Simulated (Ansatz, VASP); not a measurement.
GaN: VASP beside Ansatz

```
CELL_PARAMETERS angstrom
3.18315 0.00000 0.00000
-1.59157 2.75669 0.00000
0.00000 0.00000 5.18363
ATOMIC_POSITIONS crystal
Ga 0.33333 0.66667 0.99911
Ga 0.66667 0.33333 0.49911
N 0.33333 0.66667 0.37589
N 0.66667 0.33333 0.87589
```

Alike in both runs: task single point; functional r2SCAN; k mesh 9 × 9 × 4; no spin polarisation.

|  | VASP | Ansatz |
| --- | --- | --- |
| version | VASP 6.6.1 | Ansatz 0.2.0 |
| potentials or method | VASP PAW PBE potentials, release 64 (Ga_d, N) | plane waves, PAW |
| plane-wave cutoff (eV) | 520 | 500 |
| occupations | gaussian, width 0.01 eV | fixed |
| valence electrons in the cell | 36 | 36 |

Ansatz gave:

| Item | Value |
| --- | --- |
| gap on the k mesh at the Fermi level (eV) | 2.35 |
| pressure (GPa) | 0.0 |
| traceless stress, the component that is largest in VASP (GPa) | 0.00 |

Estimate VASP's values.

gap on the k mesh at the Fermi level (eV): 2.34; pressure (GPa): 1.1; traceless stress, the component that is largest in VASP (GPa): -0.09.

VASP's potentials were made for PBE, not for r2SCAN.
